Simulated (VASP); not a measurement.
Here is a VASP 6.6.1 calculation.

INCAR

```
SYSTEM = GaN
PREC = Accurate
ENCUT = 600
EDIFF = 1E-6
ISMEAR = 0
SIGMA = 0.05
LREAL = .False.
LASPH = .True.
NELM = 80
ALGO = Normal
ISIF = 4
LWAVE = .False.
LCHARG = .False.
GGA = RE
IVDW = 12
IBRION = 2
NSW = 60
EDIFFG = -0.01
```

The input KPOINTS:

```
Automatic mesh
0
Gamma
  8 8 6
  0 0 0
```

Contents of POSCAR:

```
GaN
1.0
    3.1931424915      0.0000000001      0.0000000000
   -1.5965712458      2.7653425155      0.0000000000
    0.0000000000      0.0000000000      5.2012438507
Ga N
2 2
Direct
    0.3333333333      0.6666666667     -0.0008277438
    0.6666666667      0.3333333333      0.4991722562
    0.3333333333      0.6666666667      0.3758277438
    0.6666666667      0.3333333333      0.8758277438
```

Potentials or basis: VASP PAW PBE potentials, release 64 (Ga_d, N).

Run with:

```sh
$ cat potpaw_PBE.64/Ga_d/POTCAR potpaw_PBE.64/N/POTCAR > POTCAR
$ mpirun -np 1 vasp_std > vasp.out
```

(1) Estimate the dispersion energy per atom.

(2) Predict the band gap on the k mesh.

## Answers

(1) -0.488 eV.

(2) 1.92 eV, direct.

Caveat: the relaxation stopped at its first step, so nothing moved.
